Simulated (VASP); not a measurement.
# Ag (P6_3/mmc) in VASP: a series of runs, part 4 of 4

VASP 6.6.1. Earlier steps stand in the parts before.

## (6) Electric field gradients, PBE (equal xx and yy strain of -3 %)

INCAR reads:

```
SYSTEM = Ag
PREC     = Accurate       ! precision mode
ENCUT    = 520            ! plane-wave cutoff, eV
EDIFF    = 1E-8           ! SCF threshold, eV
ISMEAR   = -1             ! smearing method
SIGMA    = 0.08           ! smearing width, eV
LREAL    = .FALSE.        ! projectors in reciprocal space
LASPH    = .TRUE.         ! aspherical terms in the spheres
NELM     = 80             ! most SCF steps
ALGO     = Normal         ! electronic algorithm
ISIF     = 2              ! what is computed and relaxed
LWAVE    = .FALSE.        ! write WAVECAR
LCHARG   = .FALSE.        ! write CHGCAR
GGA      = PE             ! functional
LEFG     = .TRUE.       
NBANDS   = 30             ! bands
```

KPOINTS reads:

```
Automatic mesh
0
G
  14 14 4
  0 0 0
```

POSCAR reads:

```
Ag
1.0
    2.7996129413      0.0000000000      0.0000000000
   -1.3998064707      2.4245359280      0.0000000000
    0.0000000000      0.0000000000     10.0000000000
Ag
4
Direct
    0.3333333333      0.6666666667      0.2500000000
    0.6666666667      0.3333333333      0.7500000000
    0.0000000000      0.0000000000      0.0000000000
    0.0000000000      0.0000000000      0.5000000000
```

Potentials or basis: VASP PAW PBE potentials, release 64 (Ag).

Run with:

```console
> cat potpaw_PBE.64/Ag/POTCAR > POTCAR
> mpirun -np 1 vasp_std > vasp.out
```

OUTCAR:

```text
SYSTEM = Ag
   PREC = Accurate
   ENCUT = 520
   EDIFF = 1E-8
   ISMEAR = -1
   LREAL = .FALSE.
   LASPH = .TRUE.
   NELM = 80
   ISIF = 2
   GGA = PE

 ion  position               nearest neighbor table
   1  0.333  0.667  0.250-   3 2.98   4 2.98   3 2.98   4 2.98   3 2.98   4 2.98
   2  0.667  0.333  0.750-   3 2.98   4 2.98   3 2.98   4 2.98   3 2.98   4 2.98
   3  0.000  0.000  0.000-   1 2.98   2 2.98   2 2.98   1 2.98   2 2.98   1 2.98
   4  0.000  0.000  0.500-   1 2.98   2 2.98   2 2.98   1 2.98   2 2.98   1 2.98

  LATTYP: Found a hexagonal cell.
 ALAT       =     2.7996129413
 C/A-ratio  =     3.5719223370

  Lattice vectors:
[... 1022 lines left out ...]
 ion       V_xx      V_yy      V_zz      V_xy      V_xz      V_yz
---------------------------------------------------------------------
   1     -10.701   -10.700    21.401     0.001     0.000     0.000
   2     -10.701   -10.700    21.401     0.001     0.000     0.000
   3      -9.990    -9.989    19.979     0.001     0.000    -0.000
   4      -9.990    -9.989    19.979     0.001    -0.000     0.000
---------------------------------------------------------------------

 Electric field gradients after diagonalization (V/A^2)
 (convention: |V_zz| > |V_xx| > |V_yy|)
----------------------------------------------------------------------
 ion       V_xx      V_yy      V_zz     asymmetry (V_yy - V_xx)/ V_zz
----------------------------------------------------------------------
   1     -10.701   -10.700    21.401       0.000
   2     -10.701   -10.700    21.401       0.000
   3      -9.990    -9.989    19.979       0.000
   4      -9.990    -9.989    19.979       0.000
----------------------------------------------------------------------

           NMR quadrupolar parameters

 Cq : quadrupolar parameter    Cq=e*Q*V_zz/h
 eta: asymmetry parameters     (V_yy - V_xx)/ V_zz
 Q  : nuclear electric quadrupole moment in mb (millibarn)
----------------------------------------------------------------------
 ion       Cq(MHz)       eta       Q (mb)
----------------------------------------------------------------------
   1       0.052       0.000       1.000
   2       0.052       0.000       1.000
   3       0.048       0.000       1.000
   4       0.048       0.000       1.000
----------------------------------------------------------------------
```

It took 92 s on 1 thread of Intel Xeon Platinum 8488C (Sapphire Rapids), shared host; peak memory 0.26 GiB.

Results:

| Item | Value |
| --- | --- |
| Free energy | -10.6832 eV |
| Pressure | 6.4 GPa |
| Band gap on the k mesh | zero (bands 22 and 23 overlap by 6.47 eV) |
| Largest electric field gradient by atom | Ag +21.4, +20.0 (each value once) V/Å² |

Stress tensor (GPa, compression positive):
```
 9.94  0.00  0.00
 0.00  9.94  0.00
 0.00  0.00 -0.54
```

Electric field gradients, principal values (V/Å²):
```csv
atom,least,middle,greatest (by size)
1 Ag,-10.700,-10.701,21.401
2 Ag,-10.700,-10.701,21.401
3 Ag,-9.989,-9.990,19.979
4 Ag,-9.989,-9.990,19.979
```

Caveat: the cell differs from its parent crystal (equal xx and yy strain of -3 %); the stress differs along the axes, from -1 to 10 GPa; without QUAD_EFG the Cq values of the log hold for a quadrupole moment of 1 mb, not for the nuclei.

## (7) Electric field gradients, PBE (equal xx and yy strain of -1 %)

INCAR reads:

```
PREC = Accurate
ENCUT = 520
EDIFF = 1E-8
ISMEAR = -1
SIGMA = 0.08
LREAL = False
LASPH = True
NELM = 100
ALGO = Normal
ISIF = 2
LWAVE = False
LCHARG = False
GGA = PE
LEFG = True
NBANDS = 30
```

KPOINTS reads:

```
regular mesh
0
Gamma
  14 14 4
```

Edit POSCAR of step 6 so:

```diff
@@ -2,4 +2,4 @@
 1.0
-    2.7996129413      0.0000000000      0.0000000000
-   -1.3998064707      2.4245359280      0.0000000000
+    2.8573369195      0.0000000000      0.0000000000
+   -1.4286684598      2.4745263596      0.0000000000
     0.0000000000      0.0000000000     10.0000000000
```

Potentials or basis: VASP PAW PBE potentials, release 64 (Ag).

Run with:

```console
> cat potpaw_PBE.64/Ag/POTCAR > POTCAR
> mpirun -np 1 vasp_std > vasp.out
```

OUTCAR:

```text
PREC = Accurate
   ENCUT = 520
   EDIFF = 1E-8
   ISMEAR = -1
   LREAL = False
   LASPH = True
   NELM = 100
   ISIF = 2
   GGA = PE

 ion  position               nearest neighbor table
   1  0.333  0.667  0.250-   3 3.00   4 3.00   3 3.00   4 3.00   3 3.00   4 3.00
   2  0.667  0.333  0.750-   3 3.00   4 3.00   3 3.00   4 3.00   3 3.00   4 3.00
   3  0.000  0.000  0.000-   1 3.00   2 3.00   2 3.00   1 3.00   2 3.00   1 3.00
   4  0.000  0.000  0.500-   1 3.00   2 3.00   2 3.00   1 3.00   2 3.00   1 3.00

  LATTYP: Found a hexagonal cell.
 ALAT       =     2.8573369195
 C/A-ratio  =     3.4997622898

  Lattice vectors:

 A1 = (   2.8573369195,   0.0000000000,   0.0000000000)
 A2 = (  -1.4286684598,   2.4745263596,   0.0000000000)
 A3 = (   0.0000000000,   0.0000000000,  10.0000000000)

Analysis of symmetry for initial positions (statically):
=====================================================================
 Subroutine PRICEL returns:
 Original cell was already a primitive cell.

 Routine SETGRP: Setting up the symmetry group for a
 hexagonal supercell.

 Subroutine GETGRP returns: Found 24 space group operations
 (whereof 12 operations were pure point group operations)
 out of a pool of 24 trial point group operations.

The static configuration has the point symmetry D_3d.
 The point group associated with its full space group is D_6h.

Analysis of symmetry for dynamics (positions and initial velocities):
=====================================================================
 Subroutine PRICEL returns:
 Original cell was already a primitive cell.

 Routine SETGRP: Setting up the symmetry group for a
 hexagonal supercell.

 Subroutine GETGRP returns: Found 24 space group operations
 (whereof 12 operations were pure point group operations)
 out of a pool of 24 trial point group operations.

The dynamic configuration has the point symmetry D_3d.
 The point group associated with its full space group is D_6h.

 Subroutine INISYM returns: Found 24 space group operations
 (whereof 12 operations are pure point group operations),
 and found     1 'primitive' translations

----------------------------------------------------------------------------------------

                                     Primitive cell

  volume of cell :      70.7056

  direct lattice vectors                    reciprocal lattice vectors
     2.857336919  0.000000000  0.000000000     0.349976229  0.202058870  0.000000000
    -1.428668460  2.474526360  0.000000000     0.000000000  0.404117740  0.000000000
     0.000000000  0.000000000 10.000000000     0.000000000  0.000000000  0.100000000

  length of vectors
     2.857336919  2.857336920 10.000000000     0.404117740  0.404117740  0.100000000

  position of ions in fractional coordinates (direct lattice)
     0.333333333  0.666666667  0.250000000
     0.666666667  0.333333333  0.750000000
     0.000000000  0.000000000  0.000000000
     0.000000000  0.000000000  0.500000000

  ion indices of the primitive-cell ions
[... 90 lines left out ...]
   EMIN   =  10.00;   EMAX   =-10.00  energy-range for DOS
   EFERMI =   0.00;   METHOD = LEGACY
   ISMEAR =    -1;   SIGMA  =   0.08  broadening in eV -4-tet -1-fermi 0-gaus
   EFERMI_NEDOS =   21; number of points for ismear=-14 and -15
   IALGO  =     38    algorithm
   IMIX   =      4    mixing-type and parameters
     AMIX     =   0.40;   BMIX     =  1.00
     AMIX_MAG =   1.60;   BMIX_MAG =  1.00
  volume/ion in A,a.u.               =      17.68       119.29
  Fermi-wavevector in a.u.,A,eV,Ry     =   1.397680  2.641233 26.579124  1.953511
  Thomas-Fermi vector in A             =   2.520913
   LORBIT       =      0    0 simple, 1 ext, 2 COOP (PROOUT), +10 PAW based schemes
   GGA     = PE    functional components
   LHFCALC =     F    Hartree Fock is set to
   AEXX    =    0.0000 exact exchange contribution
   IVDW    =     0    specifies the selected vdW correction
   LEPSILON=     F    determine dielectric tensor
   LRPA    =     F    only Hartree local field effects (RPA)
 non-spin polarized calculation
  energy-cutoff  :      520.00
  volume of cell :       70.71
 maximum number of plane-waves:      1931
 NGX is ok and might be reduce to    24
   NGX = 11   NGY = 11   NGZ = 37

 number of electron      43.9999997 magnetization

 Free energy of the ion-electron system (eV)
  ---------------------------------------------------
  ext. energy  EPLUGINS =         0.00000000
  ---------------------------------------------------
  free energy    TOTEN  =       -10.80191428 eV

  energy without entropy =      -10.77463981  energy(sigma->0) =      -10.78827704

 E-fermi :   7.9332     XC(G=0): -11.9912

 val. band max:        7.9138853702   @ k =   0.2857   0.2143   0.5000
 cond. band min:       7.9477495043   @ k =   0.4286   0.0714   0.2500
 fundamental gap:      0.0338641341
 Fermi energy:         7.9331520547

 k-point     1 :       0.0000    0.0000    0.0000
  band No.  band energies     occupation
      1       0.4302      2.00000
      2       1.5786      2.00000
      3       1.5818      2.00000
      4       1.6782      2.00000
      5       2.9893      2.00000
      6       3.2748      2.00000
[... 781 lines left out ...]
     29      14.6159      0.00000
     30      16.7827      0.00000

 [... further k-points ...]

------------------------ aborting loop because EDIFF is reached ----------------------------------------

  FORCE on cell =-STRESS in cart. coord.  units (eV):
  Direction    XX          YY          ZZ          XY          YZ          ZX
  --------------------------------------------------------------------------------------
  -------------------------------------------------------------------------------------
  Total        1.6151808      1.6151808     -1.2157849     -0.0000000      0.0000000      0.0000000
  in kB       36.5997559     36.5997559    -27.5495053     -0.0000000      0.0000000      0.0000000
  external PRESSURE =      15.2166688 kB  Pullay stress =       0.0000000 kB

 VOLUME and BASIS-vectors are now :
 -----------------------------------------------------------------------------
  energy-cutoff  :      520.00
  volume of cell :       70.71
      direct lattice vectors                 reciprocal lattice vectors
     2.857336919  0.000000000  0.000000000     0.349976229  0.202058870  0.000000000
    -1.428668460  2.474526360  0.000000000     0.000000000  0.404117740  0.000000000
     0.000000000  0.000000000 10.000000000     0.000000000  0.000000000  0.100000000

 POSITION                                       TOTAL-FORCE (eV/Angst)
 -----------------------------------------------------------------------------------
     -0.00000      1.64968      2.50000        -0.000000     -0.000000     -0.000000
      1.42867      0.82484      7.50000         0.000000      0.000000     -0.000000
      0.00000      0.00000      0.00000         0.000000      0.000000      0.000000
      0.00000      0.00000      5.00000         0.000000      0.000000      0.000000
 -----------------------------------------------------------------------------------
    total drift:                               -0.000000      0.000000     -0.000000

  FREE ENERGIE OF THE ION-ELECTRON SYSTEM (eV)
  ---------------------------------------------------
  free  energy   TOTEN  =       -10.8019142753 eV

  energy  without entropy=      -10.7746398103  energy(sigma->0) =      -10.78827704

 Electric field gradients (V/A^2)
---------------------------------------------------------------------
 ion       V_xx      V_yy      V_zz      V_xy      V_xz      V_yz
---------------------------------------------------------------------
   1      -6.643    -6.643    13.287     0.000     0.000    -0.000
   2      -6.643    -6.643    13.287     0.000     0.000    -0.000
   3      -6.082    -6.082    12.164     0.000     0.000    -0.000
   4      -6.082    -6.082    12.164     0.000    -0.000     0.000
---------------------------------------------------------------------

 Electric field gradients after diagonalization (V/A^2)
 (convention: |V_zz| > |V_xx| > |V_yy|)
----------------------------------------------------------------------
 ion       V_xx      V_yy      V_zz     asymmetry (V_yy - V_xx)/ V_zz
----------------------------------------------------------------------
   1      -6.643    -6.643    13.287       0.000
   2      -6.643    -6.643    13.287       0.000
   3      -6.082    -6.082    12.164       0.000
   4      -6.082    -6.082    12.164       0.000
----------------------------------------------------------------------

           NMR quadrupolar parameters

 Cq : quadrupolar parameter    Cq=e*Q*V_zz/h
 eta: asymmetry parameters     (V_yy - V_xx)/ V_zz
 Q  : nuclear electric quadrupole moment in mb (millibarn)
----------------------------------------------------------------------
 ion       Cq(MHz)       eta       Q (mb)
----------------------------------------------------------------------
   1       0.032       0.000       1.000
   2       0.032       0.000       1.000
   3       0.029       0.000       1.000
   4       0.029       0.000       1.000
----------------------------------------------------------------------
```

OSZICAR:

```text
N       E                     dE             d eps       ncg     rms          rms(c)
DAV:   1     0.296846640814E+03    0.29685E+03   -0.22662E+04  4336   0.145E+03
DAV:   2    -0.536883819312E+01   -0.30222E+03   -0.28634E+03  4476   0.333E+02
DAV:   3    -0.117452060169E+02   -0.63764E+01   -0.63407E+01  4994   0.551E+01
DAV:   4    -0.117741082764E+02   -0.28902E-01   -0.28897E-01  4626   0.360E+00
DAV:   5    -0.117744015617E+02   -0.29329E-03   -0.29328E-03  4998   0.390E-01    0.961E+00
DAV:   6    -0.108386061740E+02    0.93580E+00   -0.28577E+00  4614   0.139E+01    0.637E+00
DAV:   7    -0.108118446897E+02    0.26761E-01   -0.36231E-02  4788   0.126E+00    0.357E+00
DAV:   8    -0.108018632718E+02    0.99814E-02   -0.24743E-03  4626   0.361E-01    0.138E-01
DAV:   9    -0.108018799830E+02   -0.16711E-04   -0.69209E-05  4956   0.108E-01    0.342E-02
DAV:  10    -0.108019096272E+02   -0.29644E-04   -0.18157E-05  4710   0.341E-02    0.264E-02
DAV:  11    -0.108019145963E+02   -0.49690E-05   -0.29204E-06  4890   0.123E-02    0.132E-03
DAV:  12    -0.108019143111E+02    0.28519E-06   -0.31617E-08  4374   0.178E-03    0.728E-04
DAV:  13    -0.108019142873E+02    0.23779E-07   -0.61585E-09  2862   0.718E-04    0.154E-04
DAV:  14    -0.108019142666E+02    0.20660E-07   -0.62364E-10  2502   0.188E-04    0.781E-05
DAV:  15    -0.108019142753E+02   -0.86784E-08   -0.97829E-11  2532   0.745E-05
   1 F= -.10801914E+02 E0= -.10788277E+02  d E =-.272745E-01
```

stdout:

```text
POSCAR found type information on POSCAR Ag
 POSCAR found :  1 types and       4 ions
 scaLAPACK will be used
 LDA part: xc-table for (Slater+PW92), standard interpolation
 POSCAR, INCAR and KPOINTS ok, starting setup
 FFT: planning ... GRIDC
 FFT: planning ... GRID_SOFT
 FFT: planning ... GRID
 WAVECAR not read
 entering main loop
ion   1

ion   2

ion   3

ion   4
```

Run time: 97 s. Hardware: 1 thread of Intel Xeon Platinum 8488C (Sapphire Rapids), shared host; peak memory 0.26 GiB.

What came out:

* Free energy: -10.8019 eV
* Pressure: 1.5 GPa
* Band gap on the k mesh: zero (bands 22 and 23 overlap by 6.22 eV)
* Largest electric field gradient by atom: Ag +13.3, +12.2 (each value once) V/Å²

Stress tensor (GPa, compression positive):
```
 3.66  0.00  0.00
 0.00  3.66  0.00
 0.00  0.00 -2.75
```

Levels at points of the mesh, in eV from the Fermi level:
| k point | band 20 | band 21 | band 22 | band 23 | band 24 | band 25 |
| --- | --- | --- | --- | --- | --- | --- |
| (0.00, 0.00, 0.00) | -3.36 | -3.36 | -3.05 | -3.05 | -0.75 | 2.53 |
| (0.50, 0.00, 0.00) | -2.71 | 0.06 | 0.87 | 1.20 | 1.72 | 4.36 |
| (0.00, 0.00, 0.50) | -3.16 | -3.16 | -3.16 | -2.66 | -2.66 | 5.19 |
| (0.50, 0.00, 0.50) | -2.72 | 0.44 | 0.44 | 1.56 | 1.56 | 4.66 |

Electric field gradients, principal values (V/Å²):
```csv
atom,least,middle,greatest (by size)
1 Ag,-6.643,-6.643,13.287
2 Ag,-6.643,-6.643,13.287
3 Ag,-6.082,-6.082,12.164
4 Ag,-6.082,-6.082,12.164
```

Caveat: the cell differs from its parent crystal (equal xx and yy strain of -1 %); the stress differs along the axes, from -3 to 4 GPa; without QUAD_EFG the Cq values of the log hold for a quadrupole moment of 1 mb, not for the nuclei.

## (8) Summary

| cell | gap on the mesh (eV) | pressure (GPa) |
| --- | --- | --- |
| a = 2.886, b = 2.886, c = 10.000 Å, angles 90.0, 90.0, 120.0°, 4 atoms | none | -0.5 |
| a = 2.886, b = 2.886, c = 9.800 Å, angles 90.0, 90.0, 120.0°, 4 atoms | none | 1.1 |
| a = 2.886, b = 2.886, c = 10.100 Å, angles 90.0, 90.0, 120.0°, 4 atoms | none | -1.2 |
| a = 2.944, b = 2.944, c = 10.000 Å, angles 90.0, 90.0, 120.0°, 4 atoms | none | -3.7 |
| a = 2.800, b = 2.800, c = 10.000 Å, angles 90.0, 90.0, 120.0°, 4 atoms | none | 6.4 |
| a = 2.857, b = 2.857, c = 10.000 Å, angles 90.0, 90.0, 120.0°, 4 atoms | none | 1.5 |

Alike in all rows: task electric field gradients; level PBE; potentials or basis VASP PAW PBE potentials, release 64 (Ag); no spin polarisation; k mesh 14 × 14 × 4; cutoff (eV) 520; smearing fermi-dirac 0.08 eV.

Caveats: the stress differs along the axes, from -5 to 1 GPa (at least some runs); the cell stands under tension (at least some runs); the stress differs along the axes, from -1 to 10 GPa (at least some runs); the stress differs along the axes, from -3 to 4 GPa (at least some runs).

Total energies depend on the potentials used, so only differences within one code and one set of settings carry meaning.

The gap in the log of VASP goes by the Fermi energy; the results here count the filled bands.